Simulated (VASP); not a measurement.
A run of VASP 6.6.1 is set up as follows.

The input INCAR:

```
ALGO     = Fast           # electronic algorithm
EDIFF    = 1E-7           # SCF threshold, eV
ENCUT    = 520            # plane-wave cutoff, eV
GGA      = PS             # functional
ISIF     = 2              # what is computed and relaxed
ISMEAR   = 0              # smearing method
ISPIN    = 2              # spin polarisation
LASPH    = T              # aspherical terms in the spheres
LCHARG   = F              # write CHGCAR
LMAXMIX  = 4              # l up to which the mixer works
LORBIT   = 11             # projections on sites
LREAL    = F              # projectors in reciprocal space
LWAVE    = F              # write WAVECAR
MAGMOM   = 3 3 3 3        # initial moments
NBANDS   = 30             # bands
NELM     = 150            # most SCF steps
PREC     = Accurate       # precision mode
SIGMA    = 0.1            # smearing width, eV
```

The input KPOINTS:

```
k-points
0
Gamma
  12 12 2
```

Contents of POSCAR:

```
Co
1.0
    2.4705617809      0.0000000000      0.0000000000
   -1.2352808905      2.1395692639      0.0000000000
    0.0000000000      0.0000000000      8.0882338000
Co
4
Direct
    0.0000000000      0.0000000000      0.0000000000
    0.3333333300      0.6666666700      0.2500000000
    0.0000000000      0.0000000000      0.5000000000
    0.6666666700      0.3333333300      0.7500000000
```

Potentials or basis: VASP PAW PBE potentials, release 64 (Co).

The run is started by

```sh
$ cat potpaw_PBE.64/Co/POTCAR > POTCAR
$ mpirun -np 1 vasp_std > vasp.out
```

Q: Predict the net moment.

A: 6.74 μB per cell.

Q: What does it give for the site moments?

A: Co +1.69, +1.70 (each value once) μB.

Q: Predict the pressure.

A: -5.6 GPa.

Stress tensor (GPa, compression positive):
```
-4.34  0.00  0.00
 0.00 -4.34  0.00
 0.00  0.00 -8.22
```

Caveat: the k points lie up to 0.39 Å⁻¹ apart; the PAW data sets were made with another functional, which shifts forces and pressure a little.
